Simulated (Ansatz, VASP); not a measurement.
## Bi in VASP and in Ansatz

File INCAR:

```
ALGO = Fast
EDIFF = 1E-6
ENCUT = 520
GGA = PS
GGA_COMPAT = F
ISIF = 2
ISMEAR = -1
LASPH = T
LCHARG = F
LNONCOLLINEAR = T
LORBIT = 11
LORBMOM = T
LREAL = F
LSORBIT = T
LWAVE = F
MAGMOM = 0 0 0
NBANDS = 26
NELM = 150
PREC = Accurate
SIGMA = 0.05
```

File KPOINTS:

```
k-points
0
Gamma
  7 7 7
```

File POSCAR:

```
Bi
1.0
   -1.9814305318      1.9814305318      1.9814305318
    1.9814305318     -1.9814305318      1.9814305318
    1.9814305318      1.9814305318     -1.9814305318
Bi
1
Direct
    0.0000000000      0.0000000000      0.0000000000
```

Contents of input.yaml:

```yaml
crystal:
  lattice:
    - [-1.9814305318, 1.9814305318, 1.9814305318]
    - [1.9814305318, -1.9814305318, 1.9814305318]
    - [1.9814305318, 1.9814305318, -1.9814305318]
  atoms:
    - { symbol: Bi, position: [0.0, 0.0, 0.0] }
kpoints:
  mp_grid: { grid: [7, 7, 7] }
  band_path:
    path:
      - [0.0, 0.0, 0.0]
      - [0.5, -0.5, 0.5]
      - [0.0, 0.0, 0.5]
      - [0.0, 0.0, 0.0]
      - [0.25, 0.25, 0.25]
      - [0.5, -0.5, 0.5]
    npoints: 8
scf:
  occupations: { method: fermi_dirac, width: 0.05 }
hamiltonian:
  xc: pbesol
  pseudopotentials: { kind: all_electron, lapw: { basis_error: 0.001 } }
magnetization:
  noncollinear: true
  spin_orbit: true
output:
  forces: true
  stress: true
  eigenvalues: true
```

Alike in both runs: functional PBEsol; k mesh 7 × 7 × 7; occupations fermi-dirac, width 0.05 eV; non-collinear spin, spin-orbit coupling.

|  | VASP | Ansatz |
| --- | --- | --- |
| version | VASP 6.6.1 | Ansatz 0.2.0 |
| potentials or method | VASP PAW PBE potentials, release 64 (Bi_d), cutoff 520 eV | all-electron LAPW, relativistic spinors |
| task | single point | band structure |

VASP gave:

* pressure (GPa): -0.4
* net moment per atom (μB): 0.00

Problem. Estimate Ansatz's values.

Solution. Pressure (GPa): -0.3; net moment per atom (μB): 0.00.

VASP's potentials were made for PBE, not for PBEsol. Ansatz ran all-electron here, and VASP with PAW potentials.

Noted on Ansatz's run: the k mesh is thin for a metal, which can move the energy by tens of meV per atom.
